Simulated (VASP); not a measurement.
Wanted: the native input for a VASP 6.6.1 run.

```yaml
Task: single point
Functional: PBE
Potentials_or_basis: VASP PAW PBE potentials, release 64 (Sc_sv, Sb, N)
Cutoff: 520 eV
k_mesh: 6 × 6 × 12
Occupations: gaussian, width 0.1 eV
Spin: no spin polarisation
Dipole_correction: no
Further_INCAR_settings: ALGO = Normal; EDIFF = 1e-06; NBANDS = 27
```

The structure of ScSb2N3 lies in POSCAR:

```
ScSb2N3
1.0
    5.8663256420      0.0000000000      0.0000000000
   -2.9331628210      5.0803870329      0.0000000000
    0.0000000000      0.0000000000      3.1007241802
Sc Sb N
1 2 3
Direct
    0.0000000000      0.0000000000      0.0000000000
    0.3333333333      0.6666666667      0.0000000000
    0.6666666667      0.3333333333      0.0000000000
    0.0000000000      0.5000000000      0.5000000000
    0.5000000000      0.5000000000      0.5000000000
    0.5000000000      0.0000000000      0.5000000000
```

The cell was generated, and may not be a known phase.

These files were run (other wordings do the same):

INCAR

```
SYSTEM = ScSb2N3
PREC = Accurate
ENCUT = 520
EDIFF = 1E-6
ISMEAR = 0
SIGMA = 0.1
LREAL = .False.
LASPH = .True.
NELM = 100
ALGO = Normal
ISIF = 2
LWAVE = .False.
LCHARG = .True.
GGA = PE
LELF = .True.
LVHAR = .True.
NBANDS = 27
```

KPOINTS

```
Automatic mesh
0
Gamma
  6 6 12
  0 0 0
```

Potentials or basis: VASP PAW PBE potentials, release 64 (Sc_sv, Sb, N).

Command:

```sh
$ cat potpaw_PBE.64/Sc_sv/POTCAR potpaw_PBE.64/Sb/POTCAR potpaw_PBE.64/N/POTCAR > POTCAR
$ mpirun -np 1 vasp_std > vasp.out
```

It gave:

```
Pressure               : -0.5 GPa
Band gap on the k mesh : zero (bands 18 and 19 overlap by 1.33 eV)
```

Caveat: spin-orbit coupling is left out, which moves the levels of the heavy elements.

It took 110 s on 1 thread of Intel(R) Xeon(R) Platinum 8259CL CPU @ 2.50GHz (Skylake/Cascade Lake), on a shared host, peak memory 0.3 GiB.
